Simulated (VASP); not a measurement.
# TiB2 (P6/mmm) in VASP: further runs

TiB2 is run at these levels: LDA; tasks: single point, relaxation of cell and atoms.

Everything below comes from runs of VASP 6.6.1. Logs are shortened: lines on timing, memory, paths and dates and some standing lists are left out, and cuts for length are marked.

## Step 1: The cell of the first run

It takes space group P6/mmm (No. 191, hexagonal). The conventional cell has a = 2.994 Å, b = 2.994 Å, c = 3.161 Å, α = 90.00°, β = 90.00°, γ = 120.00°. Within 3.1 Å of Ti (site symmetry 6/mmm) lie 12 B at 2.34 Å and 6 Ti at 2.99 Å. Within 2.3 Å of B (site symmetry -6m2) lie 3 B at 1.73 Å.

## Step 2: Single point, LDA

Contents of INCAR:

```
SYSTEM = TiB2
ALGO = Normal ; EDIFF = 1E-7
ENCUT = 520 ; ISIF = 2
ISMEAR = -1 ; LASPH = .True.
LCHARG = .False. ; LREAL = .False.
LWAVE = .False. ; NBANDS = 16
NELM = 80 ; PREC = Accurate
SIGMA = 0.1
```

Contents of KPOINTS:

```
k-points
0
Gamma
  10 10 9
  0 0 0
```

Contents of POSCAR:

```
TiB2
1.0
    2.9935916118      0.0000000000      0.0000000000
   -1.4967958059      2.5925263843      0.0000000000
    0.0000000000      0.0000000000      3.1613413588
Ti B
1 2
Direct
    0.0000000000      0.0000000000      0.0000000000
    0.3333333333      0.6666666667      0.5000000000
    0.6666666667      0.3333333333      0.5000000000
```

Potentials or basis: VASP PAW LDA potentials, release 64 (Ti_sv, B).

Run with:

```sh
cat potpaw_LDA.64/Ti_sv/POTCAR potpaw_LDA.64/B/POTCAR > POTCAR
mpirun -np 1 vasp_std > vasp.out
```

OUTCAR:

```text
SYSTEM = TiB2
   EDIFF = 1E-7
   ENCUT = 520
   ISIF = 2
   ISMEAR = -1
   LASPH = .True.
   LREAL = .False.
   NELM = 80
   PREC = Accurate

 ion  position               nearest neighbor table
   1  0.000  0.000  0.000-   2 2.34   3 2.34   2 2.34   3 2.34   2 2.34   2 2.34   3 2.34   3 2.34
                             3 2.34   3 2.34   2 2.34   2 2.34
   2  0.333  0.667  0.500-   3 1.73   3 1.73   3 1.73   1 2.34   1 2.34   1 2.34   1 2.34   1 2.34
                             1 2.34
   3  0.667  0.333  0.500-   2 1.73   2 1.73   2 1.73   1 2.34   1 2.34   1 2.34   1 2.34   1 2.34
                             1 2.34

  LATTYP: Found a hexagonal cell.
 ALAT       =     2.9935916118
 C/A-ratio  =     1.0560362831

  Lattice vectors:

 A1 = (   2.9935916118,   0.0000000000,   0.0000000000)
 A2 = (  -1.4967958059,   2.5925263843,   0.0000000000)
 A3 = (   0.0000000000,   0.0000000000,   3.1613413588)

Analysis of symmetry for initial positions (statically):
=====================================================================
 Subroutine PRICEL returns:
 Original cell was already a primitive cell.

 Routine SETGRP: Setting up the symmetry group for a
 hexagonal supercell.

 Subroutine GETGRP returns: Found 24 space group operations
 (whereof 24 operations were pure point group operations)
 out of a pool of 24 trial point group operations.

The static configuration has the point symmetry D_6h.

Analysis of symmetry for dynamics (positions and initial velocities):
=====================================================================
 Subroutine PRICEL returns:
 Original cell was already a primitive cell.

 Routine SETGRP: Setting up the symmetry group for a
 hexagonal supercell.

 Subroutine GETGRP returns: Found 24 space group operations
 (whereof 24 operations were pure point group operations)
 out of a pool of 24 trial point group operations.

The dynamic configuration has the point symmetry D_6h.

 Subroutine INISYM returns: Found 24 space group operations
 (whereof 24 operations are pure point group operations),
 and found     1 'primitive' translations

----------------------------------------------------------------------------------------

                                     Primitive cell

  volume of cell :      24.5351

  direct lattice vectors                    reciprocal lattice vectors
     2.993591612  0.000000000  0.000000000     0.334046901  0.192862068  0.000000000
    -1.496795806  2.592526384  0.000000000     0.000000000  0.385724136  0.000000000
     0.000000000  0.000000000  3.161341359     0.000000000  0.000000000  0.316321424

  length of vectors
     2.993591612  2.993591612  3.161341359     0.385724136  0.385724136  0.316321424

  position of ions in fractional coordinates (direct lattice)
     0.000000000  0.000000000  0.000000000
     0.333333333  0.666666667  0.500000000
     0.666666667  0.333333333  0.500000000

  ion indices of the primitive-cell ions
   primitive index   ion index
                 1           1
                 2           2
                 3           3

----------------------------------------------------------------------------------------

 KPOINTS: k-points

Automatic generation of k-mesh.
 Grid dimensions read from file:
 generate k-points for:   10   10    9

 Generating k-lattice:

  Cartesian coordinates                     Fractional coordinates (reciprocal lattice)
     0.033404690  0.019286207  0.000000000     0.100000000  0.000000000  0.000000000
     0.000000000  0.038572414  0.000000000     0.000000000  0.100000000  0.000000000
     0.000000000  0.000000000  0.035146825     0.000000000  0.000000000  0.111111111

  Length of vectors
     0.038572414  0.038572414  0.035146825

  Shift w.r.t. Gamma in fractional coordinates (k-lattice)
     0.000000000  0.000000000  0.000000000

 Subroutine IBZKPT returns following result:
 ===========================================

 Found     70 irreducible k-points:

 Following reciprocal coordinates:
            Coordinates               Weight
  0.000000  0.000000  0.000000      1.000000
  0.100000  0.000000  0.000000      6.000000
  0.200000  0.000000  0.000000      6.000000
  0.300000  0.000000  0.000000      6.000000
  0.400000  0.000000  0.000000      6.000000
  0.500000  0.000000  0.000000      3.000000
[... 16 lines left out ...]
  0.300000  0.100000  0.111111     24.000000
  0.400000  0.100000  0.111111     24.000000
 [... further k-points ...]
   k-points           NKPTS =     70   k-points in BZ     NKDIM =     70   number of bands    NBANDS=     16
   number of dos      NEDOS =    301   number of ions     NIONS =      3
   total plane-waves  NPLWV =  13824
   dimension x,y,z NGX =    24 NGY =   24 NGZ =   24
   dimension x,y,z NGXF=    48 NGYF=   48 NGZF=   48
   ions per type =               1   2
   NGX,Y,Z   is equivalent  to a cutoff of  13.33, 13.33, 12.62 a.u.
   NGXF,Y,Z  is equivalent  to a cutoff of  26.66, 26.66, 25.24 a.u.
[... 31 lines left out ...]
  volume/ion in A,a.u.               =       8.18        55.19
  Fermi-wavevector in a.u.,A,eV,Ry     =   1.476511  2.790201 29.661845  2.180084
  Thomas-Fermi vector in A             =   2.591029
   LORBIT       =      0    0 simple, 1 ext, 2 COOP (PROOUT), +10 PAW based schemes
   GGA     = CA    functional components
   LHFCALC =     F    Hartree Fock is set to
   AEXX    =    0.0000 exact exchange contribution
   IVDW    =     0    specifies the selected vdW correction
   LEPSILON=     F    determine dielectric tensor
   LRPA    =     F    only Hartree local field effects (RPA)
 non-spin polarized calculation
  energy-cutoff  :      520.00
  volume of cell :       24.54
 maximum number of plane-waves:       678
 NGX is ok and might be reduce to    24
   NGX = 11   NGY = 11   NGZ = 11

 number of electron      18.0000000 magnetization

 Free energy of the ion-electron system (eV)
  ---------------------------------------------------
  ext. energy  EPLUGINS =         0.00000000
  ---------------------------------------------------
  free energy    TOTEN  =       -26.92443407 eV

  energy without entropy =      -26.91019642  energy(sigma->0) =      -26.91731524

 E-fermi :  10.3607     XC(G=0): -13.1696

 val. band max:       10.3463471119   @ k =   0.3000   0.2000   0.0000
 cond. band min:      10.3724583531   @ k =   0.4000   0.2000   0.0000
 fundamental gap:      0.0261112411
 Fermi energy:        10.3607409109

 k-point     1 :       0.0000    0.0000    0.0000
  band No.  band energies     occupation
      1     -45.6978      2.00000
      2     -22.4407      2.00000
      3     -22.1037      2.00000
      4     -22.1037      2.00000
      5      -3.0948      2.00000
      6       7.6786      2.00000
[... 8 lines left out ...]
     15      16.3560      0.00000
     16      17.7707      0.00000

 k-point     2 :       0.1000    0.0000    0.0000
  band No.  band energies     occupation
      1     -45.6913      2.00000
      2     -22.4328      2.00000
      3     -22.1510      2.00000
      4     -22.1144      2.00000
      5      -2.8978      2.00000
      6       7.1556      2.00000
[... 8 lines left out ...]
     15      17.4931      0.00000
     16      18.3658      0.00000

 k-point     3 :       0.2000    0.0000    0.0000
  band No.  band energies     occupation
      1     -45.6743      2.00000
      2     -22.4121      2.00000
      3     -22.2733      2.00000
      4     -22.1422      2.00000
      5      -2.3254      2.00000
      6       5.8787      2.00000
[... 8 lines left out ...]
     15      18.5180      0.00000
     16      19.6537      0.00000

 k-point     4 :       0.3000    0.0000    0.0000
  band No.  band energies     occupation
      1     -45.6533      2.00000
      2     -22.4216      2.00000
      3     -22.3864      2.00000
      4     -22.1763      2.00000
      5      -1.4247      2.00000
      6       4.3054      2.00000
[... 8 lines left out ...]
     15      18.3120      0.00000
     16      20.0376      0.00000
[... 324 lines left out ...]
 k-point    22 :       0.2000    0.1000    0.1111
  band No.  band energies     occupation
      1     -45.6582      2.00000
      2     -22.4245      2.00000
      3     -22.3548      2.00000
      4     -22.1735      2.00000
      5      -1.6396      2.00000
      6       5.1174      2.00000
[... 8 lines left out ...]
     15      18.9068      0.00000
     16      20.2118      0.00000

 k-point    23 :       0.3000    0.1000    0.1111
  band No.  band energies     occupation
      1     -45.6392      2.00000
      2     -22.4788      2.00000
      3     -22.3995      2.00000
      4     -22.2128      2.00000
      5      -0.6350      2.00000
      6       3.5704      2.00000
[... 8 lines left out ...]
     15      19.2300      0.00000
     16      20.5152      0.00000

 k-point    24 :       0.4000    0.1000    0.1111
  band No.  band energies     occupation
      1     -45.6273      2.00000
      2     -22.5538      2.00000
      3     -22.3846      2.00000
      4     -22.2371      2.00000
      5       0.6059      2.00000
      6       2.0298      2.00000
[... 8 lines left out ...]
     15      19.5880      0.00000
     16      20.2117      0.00000

 [... further k-points ...]
[... 5 lines left out ...]
  --------------------------------------------------------------------------------------
  -------------------------------------------------------------------------------------
  Total        0.0893922      0.0893922      0.0875389      0.0000000      0.0000000      0.0000000
  in kB        5.8374467      5.8374467      5.7164276      0.0000000      0.0000000      0.0000000
  external PRESSURE =       5.7971070 kB  Pullay stress =       0.0000000 kB

 VOLUME and BASIS-vectors are now :
 -----------------------------------------------------------------------------
  energy-cutoff  :      520.00
  volume of cell :       24.54
      direct lattice vectors                 reciprocal lattice vectors
     2.993591612  0.000000000  0.000000000     0.334046901  0.192862068  0.000000000
    -1.496795806  2.592526384  0.000000000     0.000000000  0.385724136  0.000000000
     0.000000000  0.000000000  3.161341359     0.000000000  0.000000000  0.316321424

 POSITION                                       TOTAL-FORCE (eV/Angst)
 -----------------------------------------------------------------------------------
      0.00000      0.00000      0.00000        -0.000000      0.000000     -0.000000
     -0.00000      1.72835      1.58067         0.000000      0.000000      0.000000
      1.49680      0.86418      1.58067        -0.000000      0.000000     -0.000000
 -----------------------------------------------------------------------------------
    total drift:                               -0.000000      0.000000      0.000000

  FREE ENERGIE OF THE ION-ELECTRON SYSTEM (eV)
  ---------------------------------------------------
  free  energy   TOTEN  =       -26.9244340673 eV

  energy  without entropy=      -26.9101964169  energy(sigma->0) =      -26.91731524
```

It took 15 s on 1 thread of Intel Xeon Platinum 8488C (Sapphire Rapids), shared host; peak memory 0.14 GiB.

Results:

```yaml
Free_energy: -26.9244 eV
Pressure: 0.6 GPa
Band_gap_on_the_k_mesh: zero (band 9 reaches 10.65 eV, above the bottom of band 10 at 10.22 eV)
```

## Step 3: Relaxation of cell and atoms, LDA

This run uses another cell than the first one, of 8.55 Å³/atom, 1.046 times its volume.

Contents of INCAR:

```
SYSTEM = TiB2
ALGO = Normal ; EDIFF = 1E-6
EDIFFG = -0.01 ; ENCUT = 600
GGA = CA ; IBRION = 2
ISIF = 3 ; ISMEAR = -1
LASPH = .True. ; LCHARG = .False.
LREAL = .False. ; LWAVE = .False.
NELM = 80 ; NSW = 80
PREC = Accurate ; SIGMA = 0.1
```

KPOINTS is that of step 2.

Contents of POSCAR:

```
TiB2
1.0
    3.0292000000      0.0000000000      0.0000000000
   -1.5146000000      2.6233641500      0.0000000000
    0.0000000000      0.0000000000      3.2284000000
Ti B
1 2
Direct
    0.0000000000      0.0000000000      0.0000000000
    0.3333333300      0.6666666700      0.5000000000
    0.6666666700      0.3333333300      0.5000000000
```

Potentials or basis: VASP PAW LDA potentials, release 64 (Ti_sv, B).

Run with:

```sh
cat potpaw_LDA.64/Ti_sv/POTCAR potpaw_LDA.64/B/POTCAR > POTCAR
mpirun -np 1 vasp_std > vasp.out
```

Run time: 51 s. Hardware: 1 thread of Intel Xeon Platinum 8488C (Sapphire Rapids), shared host; peak memory 0.16 GiB.

The run converged. Its results:

```yaml
Free_energy: -26.9272 eV
Relaxed_volume: 8.19 Å³/atom
Relaxed_cell: a = 2.995 Å, b = 2.995 Å, c = 3.163 Å, α = 90.00°, β = 90.00°, γ = 120.00°
Space_group_after_relaxing_to_0.05_Å: P6/mmm (No. 191)
Energy_gained_by_relaxing: 12.6 meV/atom
Ionic_steps: 5
Pressure_after_relaxing: 0.2 GPa
Band_gap_on_the_k_mesh: zero (band 9 reaches 10.63 eV, above the bottom of band 10 at 10.21 eV)
```

The path:
| step | energy change (eV) | largest force (eV/Å) | pressure (GPa) | volume (Å³) |
| --- | --- | --- | --- | --- |
| 1 | 0.0000 | 0.0000 | -10.70 | 25.66 |
| 2 | 0.0013 | 0.0000 | 12.65 | 23.59 |
| 3 | -0.0367 | 0.0000 | 0.01 | 24.61 |
| 4 | -0.0367 | 0.0000 | 0.21 | 24.58 |
| 5 | -0.0378 | 0.0000 | 0.16 | 24.57 |

Final structure:
```cif
data_structure
_symmetry_space_group_name_H-M 'P 1'
_symmetry_Int_Tables_number 1
_cell_length_a 2.9946
_cell_length_b 2.9946
_cell_length_c 3.1634
_cell_angle_alpha 90.000
_cell_angle_beta 90.000
_cell_angle_gamma 120.000
_cell_volume 24.57
loop_
_atom_site_label
_atom_site_type_symbol
_atom_site_fract_x
_atom_site_fract_y
_atom_site_fract_z
_atom_site_occupancy
Ti1 Ti 0.00000 0.00000 0.00000 1
B1 B 0.33333 0.66667 0.50000 1
B2 B 0.66667 0.33333 0.50000 1
```

Levels at points of the mesh, in eV from the Fermi level:
| k point | band 5 | band 6 | band 7 | band 8 | band 9 | band 10 | band 11 | band 12 | band 13 |
| --- | --- | --- | --- | --- | --- | --- | --- | --- | --- |
| (0.00, 0.00, 0.00) | -13.45 | -2.68 | -2.68 | -2.13 | -2.10 | 2.07 | 2.07 | 3.96 | 3.96 |
| (0.50, 0.00, 0.00) | -9.39 | -9.04 | -3.24 | -3.21 | -2.31 | 1.49 | 2.94 | 3.46 | 3.63 |

LDA usually gives volumes a few per cent too small. Zero-point motion and thermal expansion aren't in these numbers.

## Step 4: Relaxation of cell and atoms, LDA, target pressure 10 GPa, at which the enthalpy is minimised

This run uses another cell than the first one, of 8.55 Å³/atom, 1.046 times its volume.

Contents of INCAR:

```
PREC = Accurate
ENCUT = 600
EDIFF = 1E-6
ISMEAR = -1
SIGMA = 0.1
LREAL = F
LASPH = T
NELM = 60
ALGO = Normal
ISIF = 3
LWAVE = F
LCHARG = F
IBRION = 2
NSW = 80
EDIFFG = -0.01
PSTRESS = 100.0
```

Contents of KPOINTS:

```
Automatic mesh
0
Gamma
  10 10 9
```

POSCAR is that of step 3.

Run with:

```sh
cat potpaw_LDA.64/Ti_sv/POTCAR potpaw_LDA.64/B/POTCAR > POTCAR
mpirun -np 1 vasp_std > vasp.out
```

Wall time 48 s (1 thread of Intel Xeon Platinum 8488C (Sapphire Rapids), shared host); peak memory 0.16 GiB.

The run converged. Its results:

- Free energy: -26.9020 eV
- Relaxed volume: 7.92 Å³/atom
- Relaxed cell: a = 2.965 Å, b = 2.965 Å, c = 3.120 Å, α = 90.00°, β = 90.00°, γ = 120.00°
- Space group after relaxing (to 0.05 Å): P6/mmm (No. 191)
- Energy change on relaxing (the enthalpy is what falls): -4.2 meV/atom
- Ionic steps: 5
- Pressure after relaxing: 10.0 GPa
- Band gap on the k mesh: zero (band 9 reaches 11.07 eV, above the bottom of band 10 at 10.56 eV)

Step by step:
| step | energy change (eV) | largest force (eV/Å) | pressure (GPa) | volume (Å³) |
| --- | --- | --- | --- | --- |
| 1 | 0.0000 | 0.0000 | -10.70 | 25.66 |
| 2 | 0.3092 | 0.0000 | 43.24 | 21.77 |
| 3 | -0.0138 | 0.0000 | 9.64 | 23.82 |
| 4 | -0.0116 | 0.0000 | 10.05 | 23.79 |
| 5 | -0.0126 | 0.0000 | 10.04 | 23.76 |

Final structure:
```
Ti B
1.0
     2.96535    0.00000    0.00000
    -1.48267    2.56806    0.00000
     0.00000    0.00000    3.11981
Ti B
1 2
Direct
  0.00000 0.00000 0.00000
  0.33333 0.66667 0.50000
  0.66667 0.33333 0.50000
```

Levels at points of the mesh, in eV from the Fermi level:
```
           k point  band 5  band 6  band 7  band 8  band 9  band 10  band 11  band 12  band 13
(0.00, 0.00, 0.00)  -13.61   -2.78   -2.78   -2.20   -2.05     2.19     2.19     4.17     4.17
(0.50, 0.00, 0.00)   -9.55   -9.08   -3.29   -3.27   -2.40     1.58     3.07     3.63     3.76
```

Caveat: the cell is relaxed towards a set pressure, so the enthalpy falls and the energy may rise. LDA usually gives volumes a few per cent too small.

## Step 5: Relaxation of cell and atoms, LDA, target pressure 20 GPa, at which the enthalpy is minimised

This run uses another cell than the first one, of 8.55 Å³/atom, 1.046 times its volume.

Contents of INCAR:

```
PREC = Accurate ; ENCUT = 600
EDIFF = 1E-7 ; ISMEAR = -1
SIGMA = 0.1 ; LREAL = False
LASPH = True ; NELM = 60
ALGO = Normal ; ISIF = 3
LWAVE = False ; LCHARG = False
GGA = CA ; IBRION = 2
NSW = 80 ; EDIFFG = -0.01
PSTRESS = 200.0
```

KPOINTS is that of step 4.

POSCAR is that of step 4.

Run with:

```sh
cat potpaw_LDA.64/Ti_sv/POTCAR potpaw_LDA.64/B/POTCAR > POTCAR
mpirun -np 1 vasp_std > vasp.out
```

Run time: 84 s. Hardware: 1 thread of Intel Xeon Platinum 8488C (Sapphire Rapids), shared host; peak memory 0.16 GiB.

It converged, with:

| Quantity | Value |
| --- | --- |
| Free energy | -26.8368 eV |
| Relaxed volume | 7.69 Å³/atom |
| Relaxed cell | a = 2.940 Å, b = 2.940 Å, c = 3.081 Å, α = 90.00°, β = 90.00°, γ = 120.00° |
| Space group after relaxing (to 0.05 Å) | P6/mmm (No. 191) |
| Energy change on relaxing (the enthalpy is what falls) | +17.5 meV/atom |
| Ionic steps | 9 |
| Pressure after relaxing | 20.0 GPa |
| Band gap on the k mesh | zero (band 9 reaches 11.47 eV, above the bottom of band 10 at 10.89 eV) |

The path:
| step | energy change (eV) | largest force (eV/Å) | pressure (GPa) | volume (Å³) |
| --- | --- | --- | --- | --- |
| 1 | 0.0000 | 0.0000 | -10.72 | 25.66 |
| 2 | 0.9876 | 0.0000 | 84.89 | 20.04 |
| 3 | 0.0431 | 0.0000 | 18.76 | 23.18 |
| 4 | 0.0522 | 0.0000 | 19.89 | 23.10 |
| 5 | 0.0584 | 0.0000 | 20.65 | 23.05 |
| 6 | 0.0585 | 0.0000 | 20.71 | 23.01 |
| 7 | 0.0584 | 0.0000 | 20.72 | 23.01 |
| 8 | 0.0457 | 0.0000 | 19.14 | 23.11 |
| 9 | 0.0525 | 0.0000 | 19.99 | 23.06 |

Final structure:
```cif
data_structure
_symmetry_space_group_name_H-M 'P 1'
_symmetry_Int_Tables_number 1
_cell_length_a 2.9396
_cell_length_b 2.9396
_cell_length_c 3.0813
_cell_angle_alpha 90.000
_cell_angle_beta 90.000
_cell_angle_gamma 120.000
_cell_volume 23.06
loop_
_atom_site_label
_atom_site_type_symbol
_atom_site_fract_x
_atom_site_fract_y
_atom_site_fract_z
_atom_site_occupancy
Ti1 Ti 0.00000 0.00000 0.00000 1
B1 B 0.33333 0.66667 0.50000 1
B2 B 0.66667 0.33333 0.50000 1
```

Levels at points of the mesh, in eV from the Fermi level:
```tsv
k point	band 6	band 7	band 8	band 9	band 10	band 11	band 12	band 13
(0.00, 0.00, 0.00)	-2.87	-2.87	-2.27	-1.99	2.29	2.29	4.35	4.35
(0.50, 0.00, 0.00)	-9.11	-3.33	-3.33	-2.48	1.66	3.19	3.78	3.89
```

Caveat: the cell is relaxed towards a set pressure, so the enthalpy falls and the energy may rise. Zero-point motion and thermal expansion aren't in these numbers.

## Step 6: Summary

| task | cell | cutoff (eV) | gap on the mesh (eV) | pressure (GPa) |
| --- | --- | --- | --- | --- |
| single point | a = 2.994, b = 2.994, c = 3.161 Å, angles 90.0, 90.0, 120.0°, 3 atoms | 520 | none | 0.6 |
| relaxation of cell and atoms | relaxed from a = 3.029, b = 3.029, c = 3.228 Å, angles 90.0, 90.0, 120.0°, 3 atoms | 600 | none | 0.2 |
| relaxation of cell and atoms | relaxed to 10 GPa from a = 3.029, b = 3.029, c = 3.228 Å, angles 90.0, 90.0, 120.0°, 3 atoms | 600 | none | 10.0 |
| relaxation of cell and atoms | relaxed to 20 GPa from a = 3.029, b = 3.029, c = 3.228 Å, angles 90.0, 90.0, 120.0°, 3 atoms | 600 | none | 20.0 |

Alike in all rows: level LDA; potentials or basis VASP PAW LDA potentials, release 64 (Ti_sv, B); no spin polarisation; k mesh 10 × 10 × 9; smearing fermi-dirac 0.1 eV.

Caveats: the cell is relaxed towards a set pressure, so the enthalpy falls and the energy may rise (some runs).

Total energies depend on the potentials used, so only differences within one code and one set of settings carry meaning.
